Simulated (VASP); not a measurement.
AgCl, 2 atoms in the cell. The structure is cubic, space group Fm-3m (No. 225). The conventional cell has a = 5.611 Å, b = 5.611 Å, c = 5.611 Å, α = 90.00°, β = 90.00°, γ = 90.00°. Ag (site symmetry m-3m) has 6 Cl at 2.81 Å within 3.7 Å. Within 3.7 Å of Cl (site symmetry m-3m) lie 6 Ag at 2.81 Å. 

| Quantity | Value |
| --- | --- |
| Program | VASP 6.6.1 |
| Task | single point |
| Functional | PBE |
| Potentials or basis | VASP PAW PBE potentials, release 64 (Ag, Cl) |
| Cutoff | 520 eV |
| k mesh | 8 × 8 × 8 |
| Occupations | gaussian, width 0.02 eV |
| Spin | non-collinear spin, zero start, spin-orbit coupling |
| Starting moments | [[0.0, 0.0, 0.0], [0.0, 0.0, 0.0]] μB |
| Dipole correction | no |
| Further INCAR settings | ALGO = Normal; EDIFF = 1e-06; NBANDS = 30 |

Potentials or basis: VASP PAW PBE potentials, release 64 (Ag, Cl).

Launch:

```bash
$ cat potpaw_PBE.64/Ag/POTCAR potpaw_PBE.64/Cl/POTCAR > POTCAR
$ mpirun -np 1 vasp_ncl > vasp.out
```

Hardware: 1 thread of AMD EPYC 7R43 64-Core Processor (Zen 3), on a shared host.

Problem. How long does it take, and how much memory?

Solution. Run time: 2.1 min on 1 thread of AMD EPYC 7R43 64-Core Processor (Zen 3), on a shared host, peak memory 0.26 GiB. Counts: scf iterations 13, k points 29.
